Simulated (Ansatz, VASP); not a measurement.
# One calculation of Ga, two programs

File INCAR:

```
SYSTEM = Ga
PREC = Accurate
ENCUT = 500
EDIFF = 1E-6
ISMEAR = 0
SIGMA = 0.1
LREAL = .FALSE.
LASPH = .TRUE.
NELM = 120
ALGO = Normal
ISIF = 2
LWAVE = .FALSE.
LCHARG = .TRUE.
GGA = PE
LELF = .TRUE.
LVHAR = .TRUE.
NBANDS = 12
GGA_COMPAT = .FALSE.
```

The input KPOINTS:

```
regular mesh
0
G
  9 9 6
  0 0 0
```

POSCAR

```
Ga
1.0
    2.8879143029      0.0000000000      0.0000000000
   -1.4439571514      2.5010071502      0.0000000000
    0.0000000000      0.0000000000      2.6983949268
Ga
1
Direct
    0.0000000000      0.0000000000      0.0000000000
```

Input for Ansatz:

```yaml
crystal:
  lattice:
    - [2.8879143029, 0.0, 0.0]
    - [-1.4439571514, 2.5010071502, 0.0]
    - [0.0, 0.0, 2.6983949268]
  atoms:
    - { symbol: Ga, position: [0.0, 0.0, 0.0] }
basis:
  ecutwfc: 420
kpoints:
  mp_grid: { grid: [9, 9, 6] }
hamiltonian:
  xc: pbe
scf:
  occupations: { method: gaussian, width: 0.1 }
  lower_state_search: "off"
output:
  forces: true
  stress: true
  eigenvalues: true
```

Alike in both runs: task single point; functional PBE; k mesh 9 × 9 × 6; occupations gaussian, width 0.1 eV; no spin polarisation.

|  | VASP | Ansatz |
| --- | --- | --- |
| version | VASP 6.6.1 | Ansatz 0.2.0 |
| potentials or method | VASP PAW PBE potentials, release 64 (Ga_d), cutoff 500 eV | scalar-relativistic, plane waves, PAW |
| valence electrons in the cell | 13 | 13 |

Ansatz gave:

```
gap on the k mesh at the Fermi level (eV)                     : none
pressure (GPa)                                                : 0.3
traceless stress, the component that is largest in VASP (GPa) : 4.49
```

Problem. Which values does VASP return?

Solution. gap on the k mesh at the Fermi level (eV): none; pressure (GPa): 0.4; traceless stress, the component that is largest in VASP (GPa): 4.52.

A gap of «none» marks a metal or a gap that the smearing closes.

The k mesh is coarse, so the values compare programs but aren't converged.
